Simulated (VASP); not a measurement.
BiS: single point with PBE-based screened hybrid

Crystal: BiS.

```
CELL_PARAMETERS angstrom
4.00294 0.00000 0.00000
0.00000 4.00294 0.00000
0.00000 0.00000 4.00294
ATOMIC_POSITIONS crystal
Bi 0.50000 0.50000 0.50000
S 0.00000 0.00000 0.00000
```

```
Program                            : VASP 6.6.1
Task                               : single point
Functional                         : PBE-based screened hybrid
Potentials or basis                : VASP PAW PBE potentials, release 64 (Bi_d, S)
Cutoff                             : 520 eV
k mesh                             : 4 × 4 × 4
Occupations                        : fermi-dirac, width 0.05 eV
Spin                               : no spin polarisation
Dipole correction                  : no
Grid for exact exchange (PRECFOCK) : Normal
Share of exact exchange            : 0.25
Further INCAR settings             : ALGO = Normal; EDIFF = 1e-07; NBANDS = 18
Screening parameter                : 0.3 1/Å
```

```yaml
Pressure: -13.0 GPa
```

Levels at points of the mesh, in eV from the Fermi level:
```tsv
k point	band 8	band 9	band 10	band 11	band 12	band 13
(0.00, 0.00, 0.00)	-2.40	-2.40	-2.40	3.07	3.07	3.07
(0.50, 0.00, 0.00)	-2.05	-1.51	-1.44	-1.44	1.49	1.49
(0.50, 0.50, 0.00)	-4.65	-4.65	-1.22	1.87	1.87	2.36
(0.50, 0.50, 0.50)	-2.84	-2.84	-2.84	-1.63	-1.63	-1.63
```

Run time: 16 min on 1 thread of AMD EPYC 7R13 Processor (Zen 3), with other jobs on the host, peak memory 0.25 GiB.

Caveat: the k points lie up to 0.39 Å⁻¹ apart; the PAW data sets were made with another functional, which shifts forces and pressure a little; spin-orbit coupling is left out, which moves the levels of the heavy elements.
